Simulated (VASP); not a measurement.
Set up this calculation in VASP 6.6.1, as the native input.

```
Task                   : single point
Functional             : PBE
Potentials or basis    : VASP PAW PBE potentials, release 64 (Rb_sv)
Cutoff                 : 520 eV
k mesh                 : 12 × 12 × 3
Occupations            : gaussian, width 0.1 eV
Spin                   : no spin polarisation
Dipole correction      : no
Further INCAR settings : ALGO = Fast; EDIFF = 1e-06; NBANDS = 26
```

The structure of Rb lies in POSCAR:

```
Rb
1.0
    5.0572382096      0.0000000000      0.0000000000
   -2.5286191048      4.3796967625      0.0000000000
    0.0000000000      0.0000000000     16.4828084513
Rb
4
Direct
    0.0000000000      0.0000000000      0.0000000000
    0.3333333333      0.6666666667      0.2500000000
    0.0000000000      0.0000000000      0.5000000000
    0.6666666667      0.3333333333      0.7500000000
```

One way to write it, as run:

INCAR

```
  ALGO = Fast
  EDIFF = 1E-6
  ENCUT = 520
  GGA = PE
  ISIF = 2
  ISMEAR = 0
  LASPH = True
  LCHARG = False
  LREAL = False
  LWAVE = False
  NBANDS = 26
  NELM = 100
  PREC = Accurate
  SIGMA = 0.1
```

KPOINTS

```
k-points
0
Gamma
  12 12 3
```

Potentials or basis: VASP PAW PBE potentials, release 64 (Rb_sv).

Run with:

```bash
$ cat potpaw_PBE.64/Rb_sv/POTCAR > POTCAR
$ mpirun -np 1 vasp_std > vasp.out
```

It gave:

The pressure is 0.0 GPa and the band gap on the k mesh is zero (band 18 reaches 0.79 eV, above the bottom of band 19 at -1.29 eV).

Wall time 7.8 min on 1 thread of Oxide Virtual Turin-like Processor, on a shared host, peak memory 0.56 GiB.
